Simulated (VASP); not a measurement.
Input of a VASP 6.6.1 run:

File POSCAR:

```
TlCl
1.0
    3.7936347034      0.0000000000      0.0000000000
    0.0000000000      3.7936347034      0.0000000000
    0.0000000000      0.0000000000      3.7936347034
Tl Cl
1 1
Direct
    0.0000000000      0.0000000000      0.0000000000
    0.5000000000      0.5000000000      0.5000000000
```

File INCAR.step1:

```
PREC = Accurate
ENCUT = 550
ISMEAR = -1
SIGMA = 0.02
LREAL = F
LASPH = T
NELM = 120
NBANDS = 17
GGA = PE
ALGO = Normal
EDIFF = 1E-5
LWAVE = T
LCHARG = F
GGA_COMPAT = F
```

INCAR.step2

```
PREC = Accurate
ENCUT = 550
EDIFF = 1E-6
ISMEAR = -1
SIGMA = 0.02
LREAL = F
LASPH = T
NELM = 120
ALGO = Normal
ISIF = 2
LWAVE = F
LCHARG = F
METAGGA = R2SCAN
LMIXTAU = T
LUSE_VDW = T
IVDW_NL = 2
BPARAM = 11.95
CPARAM = 0.0093
NBANDS = 17
ISTART = 1
GGA_COMPAT = F
```

The input KPOINTS:

```
regular mesh
0
Gamma
  6 6 6
```

Potentials or basis: VASP PAW PBE potentials, release 64 (Tl_d, Cl).

The run is started by

```bash
$ cat potpaw_PBE.64/Tl_d/POTCAR potpaw_PBE.64/Cl/POTCAR > POTCAR
$ cp INCAR.step1 INCAR
$ mpirun -np 1 vasp_std > vasp.out
$ cp INCAR.step2 INCAR
$ mpirun -np 1 vasp_std > vasp.out
```

(1) What does it give for the band gap on the k mesh?

(2) What does it give for the pressure?

Answers

(1) 2.37 eV, direct.

(2) 0.1 GPa.

Caveat: the PAW data sets were made with another functional, which shifts forces and pressure a little; spin-orbit coupling is left out, which moves the levels of the heavy elements.
